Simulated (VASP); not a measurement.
# SiC (P6_3mc) in VASP: settings compared

Aim: see how the results for SiC move with the level of theory and the settings. Levels: LDA, PBEsol, PBE. Tasks: single point.

Program: VASP 6.6.1. These are calculated values, not measurements. Logs are shortened: lines on timing, memory, paths and dates and some standing lists are left out, and cuts for length are marked.

### 1 The cell of the first run

The structure is hexagonal, space group P6_3mc (No. 186). Conventional cell: a = 3.058 Å, b = 3.058 Å, c = 10.012 Å, α = 90.00°, β = 90.00°, γ = 120.00°. Within 2.5 Å of Si (site symmetry 3m) lie 4 C at 1.87 to 1.88 Å. Si (site symmetry 3m) has 4 C at 1.87 to 1.88 Å within 2.5 Å. Within 2.5 Å of C (site symmetry 3m) lie 4 Si at 1.87 to 1.88 Å. Within 2.5 Å of C (site symmetry 3m) lie 4 Si at 1.87 to 1.88 Å.

### 2 Single point, LDA

INCAR

```
PREC     = Accurate       # precision mode
ENCUT    = 520            # plane-wave cutoff, eV
EDIFF    = 1E-6           # SCF threshold, eV
ISMEAR   = -1             # smearing method
SIGMA    = 0.02           # smearing width, eV
LREAL    = False          # projectors in reciprocal space
LASPH    = True           # aspherical terms in the spheres
NELM     = 60             # most SCF steps
ALGO     = Normal         # electronic algorithm
ISIF     = 2              # what is computed and relaxed
LWAVE    = False          # write WAVECAR
LCHARG   = False          # write CHGCAR
GGA      = CA             # functional
NBANDS   = 26             # bands
```

KPOINTS

```
regular mesh
0
Gamma
  12 12 2
```

POSCAR

```
SiC
1.0
    3.0583967163      0.0000000000      0.0000000000
   -1.5291983582      2.6486492511      0.0000000000
    0.0000000000      0.0000000000     10.0124771709
Si C
4 4
Direct
    0.0000000000      0.0000000000     -0.0001457161
    0.3333333333      0.6666666667      0.2499042132
    0.0000000000      0.0000000000      0.4998542839
    0.6666666667      0.3333333333      0.7499042132
    0.0000000000      0.0000000000      0.1872967920
    0.3333333333      0.6666666667      0.4379447110
    0.0000000000      0.0000000000      0.6872967920
    0.6666666667      0.3333333333      0.9379447110
```

Potentials or basis: VASP PAW LDA potentials, release 64 (Si, C).

Launch:

```console
$ cat potpaw_LDA.64/Si/POTCAR potpaw_LDA.64/C/POTCAR > POTCAR
$ mpirun -np 1 vasp_std > vasp.out
```

OUTCAR:

```text
PREC = Accurate
   ENCUT = 520
   EDIFF = 1E-6
   ISMEAR = -1
   LREAL = False
   LASPH = True
   NELM = 60
   ISIF = 2
   GGA = CA

 ion  position               nearest neighbor table
   1  0.000  0.000  1.000-   8 1.87   8 1.87   8 1.87   5 1.88   4 3.06   4 3.06   4 3.06   2 3.06
                             2 3.06   2 3.06
   2  0.333  0.667  0.250-   5 1.87   5 1.87   5 1.87   6 1.88   3 3.06   3 3.06   3 3.06   1 3.06
                             1 3.06   1 3.06
   3  0.000  0.000  0.500-   6 1.87   6 1.87   6 1.87   7 1.88   2 3.06   2 3.06   2 3.06   4 3.06
                             4 3.06   4 3.06
   4  0.667  0.333  0.750-   7 1.87   7 1.87   7 1.87   8 1.88   1 3.06   1 3.06   1 3.06   3 3.06
                             3 3.06   3 3.06
   5  0.000  0.000  0.187-   2 1.87   2 1.87   2 1.87   1 1.88
   6  0.333  0.667  0.438-   3 1.87   3 1.87   3 1.87   2 1.88
   7  0.000  0.000  0.687-   4 1.87   4 1.87   4 1.87   3 1.88
   8  0.667  0.333  0.938-   1 1.87   1 1.87   1 1.87   4 1.88

  LATTYP: Found a hexagonal cell.
 ALAT       =     3.0583967163
 C/A-ratio  =     3.2737666495

  Lattice vectors:

 A1 = (   3.0583967163,   0.0000000000,   0.0000000000)
 A2 = (  -1.5291983582,   2.6486492511,   0.0000000000)
 A3 = (   0.0000000000,   0.0000000000,  10.0124771709)

Analysis of symmetry for initial positions (statically):
=====================================================================
 Subroutine PRICEL returns:
 Original cell was already a primitive cell.

 Routine SETGRP: Setting up the symmetry group for a
 hexagonal supercell.

 Subroutine GETGRP returns: Found 12 space group operations
 (whereof  6 operations were pure point group operations)
 out of a pool of 24 trial point group operations.

The static configuration has the point symmetry C_3v.
 The point group associated with its full space group is C_6v.

Analysis of symmetry for dynamics (positions and initial velocities):
=====================================================================
 Subroutine PRICEL returns:
 Original cell was already a primitive cell.

 Routine SETGRP: Setting up the symmetry group for a
 hexagonal supercell.

 Subroutine GETGRP returns: Found 12 space group operations
 (whereof  6 operations were pure point group operations)
 out of a pool of 24 trial point group operations.

The dynamic configuration has the point symmetry C_3v.
 The point group associated with its full space group is C_6v.

 Subroutine INISYM returns: Found 12 space group operations
 (whereof  6 operations are pure point group operations),
 and found     1 'primitive' translations

----------------------------------------------------------------------------------------

                                     Primitive cell

  volume of cell :      81.1073

  direct lattice vectors                    reciprocal lattice vectors
     3.058396716  0.000000000  0.000000000     0.326968701  0.188775467  0.000000000
    -1.529198358  2.648649251  0.000000000     0.000000000  0.377550935  0.000000000
     0.000000000  0.000000000 10.012477171     0.000000000  0.000000000  0.099875384

  length of vectors
     3.058396716  3.058396716 10.012477171     0.377550935  0.377550935  0.099875384

  position of ions in fractional coordinates (direct lattice)
     0.000000000  0.000000000  0.999854284
     0.333333333  0.666666667  0.249904213
     0.000000000  0.000000000  0.499854284
     0.666666667  0.333333333  0.749904213
     0.000000000  0.000000000  0.187296792
     0.333333333  0.666666667  0.437944711
     0.000000000  0.000000000  0.687296792
     0.666666667  0.333333333  0.937944711

  ion indices of the primitive-cell ions
   primitive index   ion index
                 1           1
                 2           2
                 3           3
                 4           4
                 5           5
                 6           6
                 7           7
                 8           8

----------------------------------------------------------------------------------------

 KPOINTS: regular mesh

Automatic generation of k-mesh.
 Grid dimensions read from file:
 generate k-points for:   12   12    2

 Generating k-lattice:

  Cartesian coordinates                     Fractional coordinates (reciprocal lattice)
     0.027247392  0.015731289  0.000000000     0.083333333  0.000000000  0.000000000
     0.000000000  0.031462578  0.000000000     0.000000000  0.083333333  0.000000000
     0.000000000  0.000000000  0.049937692     0.000000000  0.000000000  0.500000000

  Length of vectors
     0.031462578  0.031462578  0.049937692

  Shift w.r.t. Gamma in fractional coordinates (k-lattice)
     0.000000000  0.000000000  0.000000000

 Subroutine IBZKPT returns following result:
 ===========================================

 Found     38 irreducible k-points:

 Following reciprocal coordinates:
            Coordinates               Weight
  0.000000  0.000000  0.000000      1.000000
  0.083333  0.000000  0.000000      6.000000
  0.166667  0.000000  0.000000      6.000000
  0.250000  0.000000  0.000000      6.000000
  0.333333  0.000000  0.000000      6.000000
  0.416667  0.000000  0.000000      6.000000
[... 16 lines left out ...]
  0.250000  0.000000  0.500000      6.000000
  0.333333  0.000000  0.500000      6.000000
 [... further k-points ...]
   k-points           NKPTS =     38   k-points in BZ     NKDIM =     38   number of bands    NBANDS=     26
   number of dos      NEDOS =    301   number of ions     NIONS =      8
   total plane-waves  NPLWV =  46080
   dimension x,y,z NGX =    24 NGY =   24 NGZ =   80
   dimension x,y,z NGXF=    48 NGYF=   48 NGZF=  160
   ions per type =               4   4
   NGX,Y,Z   is equivalent  to a cutoff of  13.05, 13.05, 13.28 a.u.
   NGXF,Y,Z  is equivalent  to a cutoff of  26.09, 26.09, 26.57 a.u.
 SYSTEM =  unknown system
   PREC   = accura    normal or accurate (medium, high low for compatibility)
   ISTART =      0    job   : 0-new  1-cont  2-samecut
   ICHARG =      2    charge: 1-file 2-atom 10-const
   ISPIN  =      1    spin polarized calculation?
   LNONCOLLINEAR =      F non collinear calculations
   LSORBIT =      F    spin-orbit coupling
   LASPH  =      T    aspherical Exc in radial PAW
   ENCUT  =  520.0 eV  38.22 Ry    6.18 a.u.   5.69  5.69 18.62*2*pi/ulx,y,z
   NELM   =     60;   NELMIN=  2; NELMDL= -5     # of ELM steps
   EDIFF  = 0.1E-05   stopping-criterion for ELM
   LREAL  =      F    real-space projection
   EDIFFG = 0.1E-04   stopping-criterion for IOM
   NSW    =      0    number of steps for IOM
   IBRION =     -1    ionic relax: 0-MD 1-quasi-New 2-CG
   NFREE  =      0    steps in history (QN), initial steepest desc. (CG)
   ISIF   =      2    stress and relaxation
   ISYM   =      2    0-nonsym 1-usesym 2-fastsym
   POTIM  = 0.5000    time-step for ionic-motion
   TEBEG  =    0.0;   TEEND  =   0.0 temperature during run
   PSTRESS=    0.0 pullay stress
   NELECT =      32.0000    total number of electrons
   NUPDOWN=      -1.0000    fix difference up-down
   EMIN   =  10.00;   EMAX   =-10.00  energy-range for DOS
   EFERMI =   0.00;   METHOD = LEGACY
   ISMEAR =    -1;   SIGMA  =   0.02  broadening in eV -4-tet -1-fermi 0-gaus
   EFERMI_NEDOS =   21; number of points for ismear=-14 and -15
   IALGO  =     38    algorithm
   IMIX   =      4    mixing-type and parameters
     AMIX     =   0.40;   BMIX     =  1.00
     AMIX_MAG =   1.60;   BMIX_MAG =  1.00
  volume/ion in A,a.u.               =      10.14        68.42
  Fermi-wavevector in a.u.,A,eV,Ry     =   1.200710  2.269013 19.615589  1.441705
  Thomas-Fermi vector in A             =   2.336539
   LORBIT       =      0    0 simple, 1 ext, 2 COOP (PROOUT), +10 PAW based schemes
   GGA     = CA    functional components
   LHFCALC =     F    Hartree Fock is set to
   AEXX    =    0.0000 exact exchange contribution
   IVDW    =     0    specifies the selected vdW correction
   LEPSILON=     F    determine dielectric tensor
   LRPA    =     F    only Hartree local field effects (RPA)
 non-spin polarized calculation
  energy-cutoff  :      520.00
  volume of cell :       81.11
 maximum number of plane-waves:      2210
 NGX is ok and might be reduce to    24
   NGX = 11   NGY = 11   NGZ = 37

 number of electron      31.9999999 magnetization

 Free energy of the ion-electron system (eV)
  ---------------------------------------------------
  ext. energy  EPLUGINS =         0.00000000
  ---------------------------------------------------
  free energy    TOTEN  =       -66.58000342 eV

  energy without entropy =      -66.58000342  energy(sigma->0) =      -66.58000342

 E-fermi :   8.7933     XC(G=0): -11.6399

 val. band max:        8.3611965274   @ k =   0.0000   0.0000   0.0000
 cond. band min:      10.5334806663   @ k =   0.5000   0.0000   0.0000
 fundamental gap:      2.1722841389
 Fermi energy:         8.7932518232

 k-point     1 :       0.0000    0.0000    0.0000
  band No.  band energies     occupation
      1      -7.1910      2.00000
      2      -5.9886      2.00000
      3      -5.9525      2.00000
      4      -3.4971      2.00000
      5      -0.3823      2.00000
      6       3.9661      2.00000
[... 18 lines left out ...]
     25      15.7927      0.00000
     26      16.4215      0.00000

 k-point     2 :       0.0833    0.0000    0.0000
  band No.  band energies     occupation
      1      -7.0680      2.00000
      2      -5.8695      2.00000
      3      -5.8329      2.00000
      4      -3.3926      2.00000
      5      -0.2686      2.00000
      6       4.0085      2.00000
[... 18 lines left out ...]
     25      15.8005      0.00000
     26      16.3929      0.00000

 k-point     3 :       0.1667    0.0000    0.0000
  band No.  band energies     occupation
      1      -6.7020      2.00000
      2      -5.5161      2.00000
      3      -5.4776      2.00000
      4      -3.0879      2.00000
      5       0.0635      2.00000
      6       4.0033      2.00000
[... 18 lines left out ...]
     25      16.4756      0.00000
     26      16.5455      0.00000

 k-point     4 :       0.2500    0.0000    0.0000
  band No.  band energies     occupation
      1      -6.1030      2.00000
      2      -4.9429      2.00000
      3      -4.9003      2.00000
      4      -2.6192      2.00000
      5       0.5690      2.00000
      6       3.0511      2.00000
[... 18 lines left out ...]
     25      16.8867      0.00000
     26      17.4636      0.00000

 k-point     5 :       0.3333    0.0000    0.0000
  band No.  band energies     occupation
      1      -5.2949      2.00000
      2      -4.1891      2.00000
      3      -4.1367      2.00000
      4      -2.1066      2.00000
      5       0.9378      2.00000
      6       1.6509      2.00000
[... 18 lines left out ...]
     25      17.0941      0.00000
     26      17.3978      0.00000

 k-point     6 :       0.4167    0.0000    0.0000
  band No.  band energies     occupation
      1      -4.3468      2.00000
      2      -3.3947      2.00000
      3      -3.3037      2.00000
      4      -1.9336      2.00000
      5       0.2402      2.00000
      6       0.6157      2.00000
[... 427 lines left out ...]
 k-point    21 :       0.0833    0.0000    0.5000
  band No.  band energies     occupation
      1      -6.7584      2.00000
      2      -6.7584      2.00000
      3      -4.4621      2.00000
      4      -4.4621      2.00000
      5       1.2853      2.00000
      6       1.2853      2.00000
[... 18 lines left out ...]
     25      15.9635      0.00000
     26      15.9635      0.00000

 k-point    22 :       0.1667    0.0000    0.5000
  band No.  band energies     occupation
      1      -6.3951      2.00000
      2      -6.3951      2.00000
      3      -4.1279      2.00000
      4      -4.1279      2.00000
      5       1.5442      2.00000
      6       1.5442      2.00000
[... 18 lines left out ...]
     25      16.4294      0.00000
     26      16.4294      0.00000

 k-point    23 :       0.2500    0.0000    0.5000
  band No.  band energies     occupation
      1      -5.8014      2.00000
      2      -5.8014      2.00000
      3      -3.5956      2.00000
      4      -3.5956      2.00000
      5       1.8048      2.00000
      6       1.8048      2.00000
[... 18 lines left out ...]
     25      16.9810      0.00000
     26      16.9810      0.00000

 k-point    24 :       0.3333    0.0000    0.5000
  band No.  band energies     occupation
      1      -5.0040      2.00000
      2      -5.0040      2.00000
      3      -2.9351      2.00000
      4      -2.9351      2.00000
      5       1.2819      2.00000
      6       1.2819      2.00000
[... 18 lines left out ...]
     25      16.7164      0.00000
     26      16.7164      0.00000

 [... further k-points ...]
[... 5 lines left out ...]
  --------------------------------------------------------------------------------------
  -------------------------------------------------------------------------------------
  Total        0.2035061      0.2035061      0.2084735     -0.0000000     -0.0000000      0.0000000
  in kB        4.0200202      4.0200202      4.1181450     -0.0000000     -0.0000000      0.0000000
  external PRESSURE =       4.0527285 kB  Pullay stress =       0.0000000 kB

 VOLUME and BASIS-vectors are now :
 -----------------------------------------------------------------------------
  energy-cutoff  :      520.00
  volume of cell :       81.11
      direct lattice vectors                 reciprocal lattice vectors
     3.058396716  0.000000000  0.000000000     0.326968701  0.188775467  0.000000000
    -1.529198358  2.648649251  0.000000000     0.000000000  0.377550935  0.000000000
     0.000000000  0.000000000 10.012477171     0.000000000  0.000000000  0.099875384

 POSITION                                       TOTAL-FORCE (eV/Angst)
 -----------------------------------------------------------------------------------
      0.00000      0.00000     10.01102        -0.000000     -0.000000      0.001305
     -0.00000      1.76577      2.50216         0.000000      0.000000     -0.000861
      0.00000      0.00000      5.00478        -0.000000     -0.000000      0.001305
      1.52920      0.88288      7.50840        -0.000000     -0.000000     -0.000861
      0.00000      0.00000      1.87530        -0.000000     -0.000000     -0.000320
     -0.00000      1.76577      4.38491        -0.000000      0.000000     -0.000123
      0.00000      0.00000      6.88154         0.000000      0.000000     -0.000320
      1.52920      0.88288      9.39115         0.000000     -0.000000     -0.000123
 -----------------------------------------------------------------------------------
    total drift:                                0.000000      0.000000     -0.000108

  FREE ENERGIE OF THE ION-ELECTRON SYSTEM (eV)
  ---------------------------------------------------
  free  energy   TOTEN  =       -66.5800034209 eV

  energy  without entropy=      -66.5800034209  energy(sigma->0) =      -66.58000342
```

Wall time 46 s (1 thread of AMD EPYC 9R45 (Zen 5), shared host); peak memory 0.17 GiB.

What came out:

```
Free energy            : -66.5800 eV
Pressure               : 0.4 GPa
Band gap on the k mesh : 2.17 eV, indirect (least direct gap 3.30 eV)
```

Levels at points of the mesh, in eV from the valence-band top:
```
           k point  band 14  band 15  band 16  band 17  band 18  band 19
(0.00, 0.00, 0.00)    -0.05     0.00     0.00     5.22     5.79     6.43
(0.50, 0.00, 0.00)    -2.24    -1.60    -1.13     2.17     2.30     4.18
(0.00, 0.00, 0.50)    -0.21    -0.21    -0.21     5.43     5.43     6.91
(0.50, 0.00, 0.50)    -2.54    -1.57    -1.57     2.58     2.58     4.17
```

A k mesh can miss the band edges. A hybrid or GW would open this gap; LDA tends to underestimate it.

### 3 Single point, PBEsol

This run uses another cell than the first one, of 10.33 Å³/atom, 1.019 times its volume.

INCAR

```
  PREC = Accurate
  ENCUT = 520
  EDIFF = 1E-6
  ISMEAR = -1
  SIGMA = 0.02
  LREAL = False
  LASPH = True
  NELM = 100
  ALGO = Normal
  ISIF = 2
  LWAVE = False
  LCHARG = False
  GGA = PS
  NBANDS = 26
```

KPOINTS is that of step 2.

POSCAR

```
SiC
1.0
    3.0780063043      0.0000000000      0.0000000000
   -1.5390031522      2.6656316525      0.0000000000
    0.0000000000      0.0000000000     10.0763626995
Si C
4 4
Direct
    0.0000000000      0.0000000000     -0.0001542704
    0.3333333333      0.6666666667      0.2499091310
    0.0000000000      0.0000000000      0.4998457296
    0.6666666667      0.3333333333      0.7499091310
    0.0000000000      0.0000000000      0.1872989565
    0.3333333333      0.6666666667      0.4379461830
    0.0000000000      0.0000000000      0.6872989565
    0.6666666667      0.3333333333      0.9379461830
```

Potentials or basis: VASP PAW PBE potentials, release 64 (Si, C).

Launch:

```console
$ cat potpaw_PBE.64/Si/POTCAR potpaw_PBE.64/C/POTCAR > POTCAR
$ mpirun -np 1 vasp_std > vasp.out
```

Wall time 46 s (1 thread of AMD EPYC 9R45 (Zen 5), shared host); peak memory 0.19 GiB.

The run converged. Its results:

| Quantity | Value |
| --- | --- |
| Free energy | -63.6710 eV |
| Pressure | 0.4 GPa |
| Band gap on the k mesh | 2.11 eV, indirect (least direct gap 3.23 eV) |

Levels at points of the mesh, in eV from the valence-band top:
```
           k point  band 13  band 14  band 15  band 16  band 17  band 18  band 19  band 20
(0.00, 0.00, 0.00)    -0.59    -0.05     0.00     0.00     5.03     5.61     6.25     6.25
(0.50, 0.00, 0.00)    -2.38    -2.23    -1.59    -1.13     2.11     2.24     4.11     4.66
(0.00, 0.00, 0.50)    -0.21    -0.21    -0.21    -0.21     5.24     5.24     6.70     6.70
(0.50, 0.00, 0.50)    -2.53    -2.53    -1.56    -1.56     2.53     2.53     4.10     4.10
```

Caveat: the PAW data sets were made with another functional, which shifts forces and pressure a little.

(Part 1 of 2 ends here.)
